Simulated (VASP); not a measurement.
Here is a VASP 6.6.1 calculation.

The input INCAR:

```
ALGO = Normal
EDIFF = 1E-6
ENCUT = 520
GGA = PS
ISIF = 2
ISMEAR = 0
LASPH = True
LCHARG = False
LREAL = False
LWAVE = False
NBANDS = 52
NELM = 80
PREC = Accurate
SIGMA = 0.1
```

File KPOINTS:

```
k-points
0
Gamma
  6 6 4
```

POSCAR

```
Zr3S
1.0
    5.8429701281      0.0000000000      0.0000000000
   -2.9214850641      5.0601605645      0.0000000000
    0.0000000000      0.0000000000      5.7004239412
Zr S
6 2
Direct
    0.0000000000      0.6810541026      0.5000000000
    0.0000000000      0.3189458974      0.0000000000
    0.6810541026      0.6810541026      0.0000000000
    0.6810541026      0.0000000000      0.5000000000
    0.3189458974      0.3189458974      0.5000000000
    0.3189458974      0.0000000000      0.0000000000
    0.6666666667      0.3333333333      0.7500000000
    0.3333333333      0.6666666667      0.2500000000
```

Potentials or basis: VASP PAW PBE potentials, release 64 (Zr_sv, S).

The run is started by

```bash
$ cat potpaw_PBE.64/Zr_sv/POTCAR potpaw_PBE.64/S/POTCAR > POTCAR
$ mpirun -np 1 vasp_std > vasp.out
```

**Question.** What does it give for the pressure?

**Answer.** 0.2 GPa.

**Question.** What does it give for the largest force?

**Answer.** 0.012 eV/Å.

Forces in eV/Å, atoms in the order of the input:
```
Zr  -0.006  0.010  0.000
Zr   0.006 -0.010  0.000
Zr   0.006  0.010  0.000
Zr   0.012  0.000  0.000
Zr  -0.006 -0.010  0.000
Zr  -0.012  0.000  0.000
S    0.000  0.000  0.000
S    0.000  0.000  0.000
```

Caveat: the PAW data sets were made with another functional, which shifts forces and pressure a little.
